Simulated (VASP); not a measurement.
Here is a VASP 6.6.1 calculation.

INCAR

```
ALGO = Normal
EDIFF = 1E-7
EDIFFG = -0.04
ENCUT = 600
GGA = PE
IBRION = 2
ISIF = 3
ISMEAR = 0
ISPIN = 2
LASPH = True
LCHARG = False
LMAXMIX = 4
LORBIT = 11
LREAL = False
LWAVE = False
MAGMOM = 1 0 0
NELM = 150
NSW = 90
PREC = Accurate
SIGMA = 0.1
```

The input KPOINTS:

```
k-points
0
Gamma
  6 6 6
```

Contents of POSCAR:

```
MoS2
1.0
    0.0000000000      3.0918915500      3.0918915500
    3.0918915500      0.0000000000      3.0918915500
    3.0918915500      3.0918915500      0.0000000000
Mo S
1 2
Direct
    0.0000000000      0.0000000000      0.0000000000
    0.2500000000      0.2500000000      0.2500000000
    0.7500000000      0.7500000000      0.7500000000
```

Potentials or basis: VASP PAW PBE potentials, release 64 (Mo_sv, S).

Command:

```bash
$ cat potpaw_PBE.64/Mo_sv/POTCAR potpaw_PBE.64/S/POTCAR > POTCAR
$ mpirun -np 1 vasp_std > vasp.out
```

Q: What does it give for the net moment?

A: 1.86 μB per cell.

Q: What does it give for the site moments?

A: Mo +1.62; S -0.04 μB.

Final structure:
```yaml
crystal:
  lattice:
    - [0.00000, 2.97334, 2.97334]
    - [2.97334, 0.00000, 2.97334]
    - [2.97334, 2.97334, 0.00000]
  atoms:
    - { symbol: Mo, position: [0.00000, 0.00000, 0.00000] }
    - { symbol: S, position: [0.25000, 0.25000, 0.25000] }
    - { symbol: S, position: [0.75000, 0.75000, 0.75000] }
```
